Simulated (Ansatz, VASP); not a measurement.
**Two plane-wave programs on ZnS**

```xyz
2
Lattice="0.0000 2.5310 2.5310 2.5310 0.0000 2.5310 2.5310 2.5310 0.0000" Properties=species:S:1:pos:R:3 pbc="T T T"
Zn    0.0000    0.0000    0.0000
S     2.5310    2.5310    2.5310
```

Alike in both runs: task single point; functional r2SCAN; k mesh 8 × 8 × 8; occupations fermi-dirac, width 0.02 eV; no spin polarisation.

|  | VASP | Ansatz |
| --- | --- | --- |
| version | VASP 6.6.1 | Ansatz 0.2.0 |
| potentials or method | VASP PAW PBE potentials, release 64 (Zn, S) | plane waves, PAW |
| plane-wave cutoff (eV) | 520 | 500 |
| valence electrons in the cell | 18 | 18 |

|  | VASP | Ansatz | Ansatz less VASP |
| --- | --- | --- | --- |
| pressure (GPa) | 0.2 | 0.0 | -0.19 |

VASP's potentials were made for PBE, not for r2SCAN. With one functional, cell and mesh, what is left measures potentials, basis and numerics.
